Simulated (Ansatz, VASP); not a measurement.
## One calculation of HgTe, two programs

INCAR

```
PREC = Accurate
ENCUT = 520
EDIFF = 1E-6
ISMEAR = 0
SIGMA = 0.1
LREAL = False
LASPH = True
NELM = 60
ALGO = Normal
ISIF = 2
LWAVE = False
LCHARG = False
GGA = PE
NBANDS = 16
```

Contents of KPOINTS:

```
regular mesh
0
Gamma
  12 12 12
```

POSCAR

```
HgTe
1.0
    0.0000000000      3.2234624934      3.2234624934
    3.2234624934      0.0000000000      3.2234624934
    3.2234624934      3.2234624934      0.0000000000
Hg Te
1 1
Direct
    0.0000000000      0.0000000000      0.0000000000
    0.2500000000      0.2500000000      0.2500000000
```

Input for Ansatz:

```yaml
crystal:
  lattice:
    - [0.0, 3.2234624934, 3.2234624934]
    - [3.2234624934, 0.0, 3.2234624934]
    - [3.2234624934, 3.2234624934, 0.0]
  atoms:
    - { symbol: Hg, position: [0.0, 0.0, 0.0] }
    - { symbol: Te, position: [0.25, 0.25, 0.25] }
basis:
  ecutwfc: 420
kpoints:
  mp_grid: { grid: [12, 12, 12] }
hamiltonian:
  xc: pbe
scf:
  occupations: { method: gaussian, width: 0.1 }
output:
  forces: true
  stress: true
  eigenvalues: true
```

Alike in both runs: task single point; functional PBE; k mesh 12 × 12 × 12; occupations gaussian, width 0.1 eV; no spin polarisation.

|  | VASP | Ansatz |
| --- | --- | --- |
| version | VASP 6.6.1 | Ansatz 0.2.0 |
| potentials or method | VASP PAW PBE potentials, release 64 (Hg, Te), cutoff 520 eV | scalar-relativistic, plane waves, PAW |
| valence electrons in the cell | 18 | 36 |

|  | VASP | Ansatz | Ansatz less VASP |
| --- | --- | --- | --- |
| gap on the k mesh at the Fermi level (eV) | none | none | - |
| pressure (GPa) | 4.1 | 4.1 | -0.07 |

A gap of «none» marks a metal or a gap that the smearing closes. The functional is the same, so the differences come from potentials, cutoffs and numerics. VASP's potentials hold 18 valence electrons a cell and Ansatz's 36, so a difference there can come from the potentials and not from the codes.

Spin-orbit coupling is off throughout.
